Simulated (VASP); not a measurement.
# Ge (Fd-3m) in VASP: further runs

The runs below take Ge through single point, with r2SCAN.

All numbers are computed with VASP 6.6.1; they aren't measurements. Logs are shortened: lines on timing, memory, paths and dates and some standing lists are left out, and cuts for length are marked.

## Step 1: The cell of the first run

The structure is cubic, space group Fd-3m (No. 227). The conventional cell has a = 5.672 Å, b = 5.672 Å, c = 5.672 Å, α = 90.00°, β = 90.00°, γ = 90.00°. Within 3.2 Å of Ge (site symmetry -43m) lie 4 Ge at 2.46 Å.

## Step 2: Single point, r2SCAN

POSCAR reads:

```
Ge
1.0
    0.0000000000      2.8360149687      2.8360149687
    2.8360149687      0.0000000000      2.8360149687
    2.8360149687      2.8360149687      0.0000000000
Ge
2
Direct
    0.5000000000      0.5000000000      0.5000000000
    0.7500000000      0.7500000000      0.7500000000
```

INCAR.step1 reads:

```
ALGO = Normal
EDIFF = 1E-4
ENCUT = 520
GGA = PE
ISMEAR = 1
LASPH = T
LCHARG = F
LREAL = F
LWAVE = T
NBANDS = 21
NELM = 100
PREC = Accurate
SIGMA = 0.03
```

INCAR.step2 reads:

```
ALGO = Normal
EDIFF = 1E-6
ENCUT = 520
ISIF = 2
ISMEAR = 1
ISTART = 1
LASPH = T
LCHARG = T
LELF = T
LMIXTAU = T
LREAL = F
LVHAR = T
LWAVE = F
METAGGA = R2SCAN
NBANDS = 21
NELM = 100
PREC = Accurate
SIGMA = 0.03
```

KPOINTS reads:

```
k-points
0
Gamma
  10 10 10
```

Potentials or basis: VASP PAW PBE potentials, release 64 (Ge_d).

Launch:

```console
cat potpaw_PBE.64/Ge_d/POTCAR > POTCAR
cp INCAR.step1 INCAR
mpirun -np 1 vasp_std > vasp.out
cp INCAR.step2 INCAR
mpirun -np 1 vasp_std > vasp.out
```

OUTCAR:

```text
EDIFF = 1E-6
   ENCUT = 520
   ISIF = 2
   ISMEAR = 1
   ISTART = 1
   LASPH = T
   LREAL = F
   METAGGA = R2SCAN
   NELM = 100
   PREC = Accurate

 ion  position               nearest neighbor table
   1  0.500  0.500  0.500-   2 2.46   2 2.46   2 2.46   2 2.46
   2  0.750  0.750  0.750-   1 2.46   1 2.46   1 2.46   1 2.46

  LATTYP: Found a face centered cubic cell.
 ALAT       =     5.6720299374

  Lattice vectors:

 A1 = (   0.0000000000,   2.8360149687,   2.8360149687)
 A2 = (   2.8360149687,   0.0000000000,   2.8360149687)
 A3 = (   2.8360149687,   2.8360149687,   0.0000000000)

Analysis of symmetry for initial positions (statically):
=====================================================================
 Subroutine PRICEL returns:
 Original cell was already a primitive cell.

 Routine SETGRP: Setting up the symmetry group for a
 face centered cubic supercell.

 Subroutine GETGRP returns: Found 48 space group operations
 (whereof 24 operations were pure point group operations)
 out of a pool of 48 trial point group operations.

The static configuration has the point symmetry T_d .
 The point group associated with its full space group is O_h .

Analysis of symmetry for dynamics (positions and initial velocities):
=====================================================================
 Subroutine PRICEL returns:
 Original cell was already a primitive cell.

 Routine SETGRP: Setting up the symmetry group for a
 face centered cubic supercell.

 Subroutine GETGRP returns: Found 48 space group operations
 (whereof 24 operations were pure point group operations)
 out of a pool of 48 trial point group operations.

The dynamic configuration has the point symmetry T_d .
 The point group associated with its full space group is O_h .

 Subroutine INISYM returns: Found 48 space group operations
 (whereof 24 operations are pure point group operations),
 and found     1 'primitive' translations

----------------------------------------------------------------------------------------

                                     Primitive cell

  volume of cell :      45.6200

  direct lattice vectors                    reciprocal lattice vectors
     0.000000000  2.836014969  2.836014969    -0.176303724  0.176303724  0.176303724
     2.836014969  0.000000000  2.836014969     0.176303724 -0.176303724  0.176303724
     2.836014969  2.836014969  0.000000000     0.176303724  0.176303724 -0.176303724

  length of vectors
     4.010730832  4.010730832  4.010730832     0.305367007  0.305367007  0.305367007

  position of ions in fractional coordinates (direct lattice)
     0.500000000  0.500000000  0.500000000
     0.750000000  0.750000000  0.750000000

  ion indices of the primitive-cell ions
   primitive index   ion index
                 1           1
                 2           2

----------------------------------------------------------------------------------------

 KPOINTS: k-points

Automatic generation of k-mesh.
 Grid dimensions read from file:
 generate k-points for:   10   10   10

 Generating k-lattice:

  Cartesian coordinates                     Fractional coordinates (reciprocal lattice)
    -0.017630372  0.017630372  0.017630372     0.100000000  0.000000000  0.000000000
     0.017630372 -0.017630372  0.017630372     0.000000000  0.100000000  0.000000000
     0.017630372  0.017630372 -0.017630372     0.000000000  0.000000000  0.100000000

  Length of vectors
     0.030536701  0.030536701  0.030536701

  Shift w.r.t. Gamma in fractional coordinates (k-lattice)
     0.000000000  0.000000000  0.000000000

 Subroutine IBZKPT returns following result:
 ===========================================

 Found     47 irreducible k-points:

 Following reciprocal coordinates:
            Coordinates               Weight
  0.000000  0.000000  0.000000      1.000000
  0.100000  0.000000  0.000000      8.000000
  0.200000  0.000000  0.000000      8.000000
  0.300000  0.000000  0.000000      8.000000
  0.400000  0.000000  0.000000      8.000000
  0.500000  0.000000  0.000000      4.000000
[... 16 lines left out ...]
  0.300000  0.300000  0.000000      6.000000
  0.400000  0.300000  0.000000     24.000000
 [... further k-points ...]
   k-points           NKPTS =     47   k-points in BZ     NKDIM =     47   number of bands    NBANDS=     21
   number of dos      NEDOS =    301   number of ions     NIONS =      2
   total plane-waves  NPLWV =  27000
   dimension x,y,z NGX =    30 NGY =   30 NGZ =   30
   dimension x,y,z NGXF=    60 NGYF=   60 NGZF=   60
   ions per type =               2
   NGX,Y,Z   is equivalent  to a cutoff of  12.44, 12.44, 12.44 a.u.
   NGXF,Y,Z  is equivalent  to a cutoff of  24.87, 24.87, 24.87 a.u.
 SYSTEM =  unknown system
   PREC   = accura    normal or accurate (medium, high low for compatibility)
   ISTART =      1    job   : 0-new  1-cont  2-samecut
   ICHARG =      0    charge: 1-file 2-atom 10-const
   ISPIN  =      1    spin polarized calculation?
   LNONCOLLINEAR =      F non collinear calculations
   LSORBIT =      F    spin-orbit coupling
   LASPH  =      T    aspherical Exc in radial PAW
   ENCUT  =  520.0 eV  38.22 Ry    6.18 a.u.   7.46  7.46  7.46*2*pi/ulx,y,z
   NELM   =    100;   NELMIN=  2; NELMDL=  0     # of ELM steps
   EDIFF  = 0.1E-05   stopping-criterion for ELM
   LREAL  =      F    real-space projection
   EDIFFG = 0.1E-04   stopping-criterion for IOM
   NSW    =      0    number of steps for IOM
   IBRION =     -1    ionic relax: 0-MD 1-quasi-New 2-CG
   NFREE  =      0    steps in history (QN), initial steepest desc. (CG)
   ISIF   =      2    stress and relaxation
   ISYM   =      2    0-nonsym 1-usesym 2-fastsym
   POTIM  = 0.5000    time-step for ionic-motion
   TEBEG  =    0.0;   TEEND  =   0.0 temperature during run
   PSTRESS=    0.0 pullay stress
   NELECT =      28.0000    total number of electrons
   NUPDOWN=      -1.0000    fix difference up-down
   EMIN   =  10.00;   EMAX   =-10.00  energy-range for DOS
   EFERMI =   0.00;   METHOD = LEGACY
   ISMEAR =     1;   SIGMA  =   0.03  broadening in eV -4-tet -1-fermi 0-gaus
   EFERMI_NEDOS =   21; number of points for ismear=-14 and -15
   IALGO  =     38    algorithm
   IMIX   =      4    mixing-type and parameters
     AMIX     =   0.40;   BMIX     =  1.00
     AMIX_MAG =   1.60;   BMIX_MAG =  1.00
  volume/ion in A,a.u.               =      22.81       153.93
  Fermi-wavevector in a.u.,A,eV,Ry     =   1.391262  2.629104 26.335580  1.935611
  Thomas-Fermi vector in A             =   2.515118
   LORBIT       =      0    0 simple, 1 ext, 2 COOP (PROOUT), +10 PAW based schemes
   METAGGA = R2SCAN    functional components
   LHFCALC =     F    Hartree Fock is set to
   AEXX    =    0.0000 exact exchange contribution
   IVDW    =     0    specifies the selected vdW correction
   LEPSILON=     F    determine dielectric tensor
   LRPA    =     F    only Hartree local field effects (RPA)
 non-spin polarized calculation
 Methfessel and Paxton  Order N= 1 SIGMA  =   0.03
  energy-cutoff  :      520.00
  volume of cell :       45.62
 maximum number of plane-waves:      1244
 NGX is ok and might be reduce to    30
   NGX = 15   NGY = 15   NGZ = 15

 number of electron      28.0000016 magnetization

 Free energy of the ion-electron system (eV)
  ---------------------------------------------------
  ext. energy  EPLUGINS =         0.00000000
  ---------------------------------------------------
  free energy    TOTEN  =       -27.74250520 eV

  energy without entropy =      -27.74250520  energy(sigma->0) =      -27.74250520

 E-fermi :   4.8673     XC(G=0): -10.7800

 val. band max:        4.7274854461   @ k =   0.0000   0.0000   0.0000
 cond. band min:       5.0585686982   @ k =   0.0000   0.0000   0.0000
 fundamental gap:      0.3310832521
 Fermi energy:         4.8673237199

 k-point     1 :       0.0000    0.0000    0.0000
  band No.  band energies     occupation
      1     -20.7566      2.00000
      2     -20.7566      2.00000
      3     -20.7566      2.00000
      4     -20.7178      2.00000
      5     -20.7178      2.00000
      6     -20.5043      2.00000
[... 13 lines left out ...]
     20      14.6442      0.00000
     21      14.6442      0.00000

 k-point     2 :       0.1000    0.0000    0.0000
  band No.  band energies     occupation
      1     -20.7624      2.00000
      2     -20.7624      2.00000
      3     -20.7549      2.00000
      4     -20.7097      2.00000
      5     -20.7097      2.00000
      6     -20.5116      2.00000
[... 13 lines left out ...]
     20      13.9619      0.00000
     21      13.9619      0.00000

 k-point     3 :       0.2000    0.0000    0.0000
  band No.  band energies     occupation
      1     -20.7715      2.00000
      2     -20.7715      2.00000
      3     -20.7506      2.00000
      4     -20.6950      2.00000
      5     -20.6950      2.00000
      6     -20.5228      2.00000
[... 13 lines left out ...]
     20      13.4555      0.00000
     21      13.4555      0.00000

 k-point     4 :       0.3000    0.0000    0.0000
  band No.  band energies     occupation
      1     -20.7778      2.00000
      2     -20.7777      2.00000
      3     -20.7451      2.00000
      4     -20.6829      2.00000
      5     -20.6829      2.00000
      6     -20.5307      2.00000
[... 13 lines left out ...]
     20      13.8480      0.00000
     21      13.8480      0.00000

 k-point     5 :       0.4000    0.0000    0.0000
  band No.  band energies     occupation
      1     -20.7807      2.00000
      2     -20.7807      2.00000
      3     -20.7405      2.00000
      4     -20.6764      2.00000
      5     -20.6764      2.00000
      6     -20.5342      2.00000
[... 13 lines left out ...]
     20      15.1365      0.00000
     21      15.1365      0.00000
[... 382 lines left out ...]
     20      14.6147      0.00000
     21      16.7482      0.00000

 k-point    22 :      -0.2000    0.2000    0.0000
  band No.  band energies     occupation
      1     -20.7868      2.00000
      2     -20.7863      2.00000
      3     -20.7289      2.00000
      4     -20.6843      2.00000
      5     -20.6601      2.00000
      6     -20.5569      2.00000
[... 13 lines left out ...]
     20      15.2043      0.00000
     21      15.7330      0.00000

 k-point    23 :       0.3000    0.3000    0.0000
  band No.  band energies     occupation
      1     -20.7803      2.00000
      2     -20.7803      2.00000
      3     -20.7572      2.00000
      4     -20.6678      2.00000
      5     -20.6256      2.00000
      6     -20.6157      2.00000
[... 13 lines left out ...]
     20      16.2506      0.00000
     21      16.5979      0.00000

 k-point    24 :       0.4000    0.3000    0.0000
  band No.  band energies     occupation
      1     -20.7908      2.00000
      2     -20.7850      2.00000
      3     -20.7402      2.00000
      4     -20.6521      2.00000
      5     -20.6338      2.00000
      6     -20.6079      2.00000
[... 13 lines left out ...]
     20      17.0320      0.00000
     21      17.0472      0.00000

 [... further k-points ...]

------------------------ aborting loop because EDIFF is reached ----------------------------------------

  FORCE on cell =-STRESS in cart. coord.  units (eV):
  Direction    XX          YY          ZZ          XY          YZ          ZX
  --------------------------------------------------------------------------------------
  -------------------------------------------------------------------------------------
  Total        0.0412632      0.0412632      0.0412632      0.0000000     -0.0000000     -0.0000000
  in kB        1.4491640      1.4491640      1.4491640      0.0000000     -0.0000000     -0.0000000
  external PRESSURE =       1.4491640 kB  Pullay stress =       0.0000000 kB

 VOLUME and BASIS-vectors are now :
 -----------------------------------------------------------------------------
  energy-cutoff  :      520.00
  volume of cell :       45.62
      direct lattice vectors                 reciprocal lattice vectors
     0.000000000  2.836014969  2.836014969    -0.176303724  0.176303724  0.176303724
     2.836014969  0.000000000  2.836014969     0.176303724 -0.176303724  0.176303724
     2.836014969  2.836014969  0.000000000     0.176303724  0.176303724 -0.176303724

 POSITION                                       TOTAL-FORCE (eV/Angst)
 -----------------------------------------------------------------------------------
      2.83601      2.83601      2.83601         0.000000      0.000000      0.000000
      4.25402      4.25402      4.25402        -0.000000     -0.000000     -0.000000
 -----------------------------------------------------------------------------------
    total drift:                                0.000000     -0.000000     -0.000000

  FREE ENERGIE OF THE ION-ELECTRON SYSTEM (eV)
  ---------------------------------------------------
  free  energy   TOTEN  =       -27.7425051972 eV

  energy  without entropy=      -27.7425051972  energy(sigma->0) =      -27.74250520
```

Run time: 4.2 min. Hardware: 1 thread of Intel Xeon 8259CL, shared host; peak memory 0.19 GiB.

What came out:

```yaml
Free_energy: -27.7425 eV
Pressure: 0.1 GPa
Band_gap_on_the_k_mesh: 0.33 eV
```

Levels at points of the mesh, in eV from the valence-band top:
```
           k point  band 12  band 13  band 14  band 15  band 16  band 17
(0.00, 0.00, 0.00)     0.00     0.00     0.00     0.33     2.71     2.71
(0.50, 0.00, 0.00)    -7.83    -1.47    -1.47     0.42     3.99     3.99
(0.50, 0.50, 0.00)    -9.19    -3.20    -3.20     0.98     0.98    10.04
```

Caveat: the PAW data sets were made with another functional, which shifts forces and pressure a little. A k mesh can miss the band edges.

## Step 3: Single point, r2SCAN

POSCAR is that of step 2.

INCAR.step1 reads:

```
PREC = Accurate
ENCUT = 520
ISMEAR = 1
SIGMA = 0.1
LREAL = F
LASPH = T
NELM = 60
NBANDS = 21
GGA = PE
ALGO = Normal
EDIFF = 1E-4
LWAVE = T
LCHARG = F
```

INCAR.step2 reads:

```
PREC = Accurate
ENCUT = 520
EDIFF = 1E-7
ISMEAR = 1
SIGMA = 0.1
LREAL = F
LASPH = T
NELM = 60
ALGO = Normal
ISIF = 2
LWAVE = F
LCHARG = F
METAGGA = R2SCAN
LMIXTAU = T
NBANDS = 21
ISTART = 1
```

KPOINTS reads:

```
regular mesh
0
Gamma
  10 10 10
```

Potentials or basis: VASP PAW PBE potentials, release 64 (Ge_d).

Launch:

```console
cat potpaw_PBE.64/Ge_d/POTCAR > POTCAR
cp INCAR.step1 INCAR
mpirun -np 1 vasp_std > vasp.out
cp INCAR.step2 INCAR
mpirun -np 1 vasp_std > vasp.out
```

Run time: 5 min. Hardware: 1 thread of Intel Xeon 8259CL, shared host; peak memory 0.19 GiB.

Results (log left out):

```yaml
Free_energy: -27.7425 eV
Pressure: 0.1 GPa
Band_gap_on_the_k_mesh: 0.33 eV
```

Levels at points of the mesh, in eV from the valence-band top:
| k point | band 11 | band 12 | band 13 | band 14 | band 15 | band 16 | band 17 | band 18 |
| --- | --- | --- | --- | --- | --- | --- | --- | --- |
| (0.00, 0.00, 0.00) | -13.25 | 0.00 | 0.00 | 0.00 | 0.33 | 2.71 | 2.71 | 2.71 |
| (0.50, 0.00, 0.00) | -11.07 | -7.83 | -1.47 | -1.47 | 0.42 | 3.99 | 3.99 | 7.65 |
| (0.50, 0.50, 0.00) | -9.19 | -9.19 | -3.20 | -3.20 | 0.98 | 0.98 | 10.04 | 10.04 |

Caveat: the PAW data sets were made with another functional, which shifts forces and pressure a little.

## Step 4: Single point, r2SCAN

POSCAR is that of step 3.

INCAR.step1 reads:

```
SYSTEM = Ge
  PREC = Accurate
  ENCUT = 520
  ISMEAR = 1
  SIGMA = 0.2
  LREAL = .False.
  LASPH = .True.
  NELM = 100
  NBANDS = 21
  GGA = PE
  ALGO = Normal
  EDIFF = 1E-4
  LWAVE = .True.
  LCHARG = .False.
```

INCAR.step2 reads:

```
SYSTEM = Ge
  PREC = Accurate
  ENCUT = 520
  EDIFF = 1E-6
  ISMEAR = 1
  SIGMA = 0.2
  LREAL = .False.
  LASPH = .True.
  NELM = 100
  ALGO = Normal
  ISIF = 2
  LWAVE = .False.
  LCHARG = .False.
  METAGGA = R2SCAN
  LMIXTAU = .True.
  NBANDS = 21
  ISTART = 1
```

KPOINTS reads:

```
Automatic mesh
0
Gamma
  10 10 10
  0 0 0
```

Launch:

```console
cat potpaw_PBE.64/Ge_d/POTCAR > POTCAR
cp INCAR.step1 INCAR
mpirun -np 1 vasp_std > vasp.out
cp INCAR.step2 INCAR
mpirun -np 1 vasp_std > vasp.out
```

It took 4.2 min on 1 thread of Intel Xeon 8259CL, shared host; peak memory 0.19 GiB.

Results (log left out):

```
Free energy            : -27.7424 eV
Pressure               : 0.1 GPa
Band gap on the k mesh : 0.33 eV
```

Levels at points of the mesh, in eV from the valence-band top:
| k point | band 10 | band 11 | band 12 | band 13 | band 14 | band 15 | band 16 | band 17 | band 18 | band 19 |
| --- | --- | --- | --- | --- | --- | --- | --- | --- | --- | --- |
| (0.00, 0.00, 0.00) | -25.21 | -13.25 | 0.00 | 0.00 | 0.00 | 0.33 | 2.71 | 2.71 | 2.71 | 7.04 |
| (0.50, 0.00, 0.00) | -25.19 | -11.07 | -7.83 | -1.47 | -1.47 | 0.42 | 3.99 | 3.99 | 7.65 | 11.16 |
| (0.50, 0.50, 0.00) | -25.18 | -9.19 | -9.19 | -3.20 | -3.20 | 0.98 | 0.98 | 10.04 | 10.04 | 12.27 |

Caveat: the PAW data sets were made with another functional, which shifts forces and pressure a little.

## Step 5: Single point, r2SCAN

POSCAR is that of step 4.

INCAR.step1 reads:

```
PREC = Accurate
ENCUT = 520
ISMEAR = 1
SIGMA = 0.3
LREAL = False
LASPH = True
NELM = 60
NBANDS = 21
GGA = PE
ALGO = Normal
EDIFF = 1E-4
LWAVE = True
LCHARG = False
```

INCAR.step2 reads:

```
PREC = Accurate
ENCUT = 520
EDIFF = 1E-6
ISMEAR = 1
SIGMA = 0.3
LREAL = False
LASPH = True
NELM = 60
ALGO = Normal
ISIF = 2
LWAVE = False
LCHARG = True
METAGGA = R2SCAN
LMIXTAU = True
LELF = True
LVHAR = True
NBANDS = 21
ISTART = 1
```

KPOINTS reads:

```
regular mesh
0
Gamma
  10 10 10
```

Launch:

```console
cat potpaw_PBE.64/Ge_d/POTCAR > POTCAR
cp INCAR.step1 INCAR
mpirun -np 1 vasp_std > vasp.out
cp INCAR.step2 INCAR
mpirun -np 1 vasp_std > vasp.out
```

Wall time 4.5 min (1 thread of Intel Xeon 8259CL, shared host); peak memory 0.19 GiB.

The run converged. Its results:

- Free energy: -27.7420 eV
- Pressure: 0.1 GPa
- Band gap on the k mesh: 0.33 eV

Levels at points of the mesh, in eV from the valence-band top:
```csv
k point,band 11,band 12,band 13,band 14,band 15,band 16,band 17,band 18
"(0.00, 0.00, 0.00)",-13.25,0.00,0.00,0.00,0.33,2.71,2.71,2.71
"(0.50, 0.00, 0.00)",-11.07,-7.83,-1.47,-1.47,0.42,3.99,3.99,7.65
"(0.50, 0.50, 0.00)",-9.19,-9.19,-3.20,-3.20,0.98,0.98,10.04,10.04
```

Caveat: the PAW data sets were made with another functional, which shifts forces and pressure a little. A k mesh can miss the band edges.

## Step 6: The runs side by side

```csv
smearing,gap on the mesh (eV),pressure (GPa)
methfessel-paxton 0.03 eV,0.33,0.1
methfessel-paxton 0.1 eV,0.33,0.1
methfessel-paxton 0.2 eV,0.33,0.1
methfessel-paxton 0.3 eV,0.33,0.1
```

Alike in all rows: task single point; level r2SCAN; potentials or basis VASP PAW PBE potentials, release 64 (Ge_d); no spin polarisation; cell as given; k mesh 10 × 10 × 10; cutoff (eV) 520.

Caveats: the PAW data sets were made with another functional, which shifts forces and pressure a little.

Absolute energies hang on the potentials; compare differences alone.
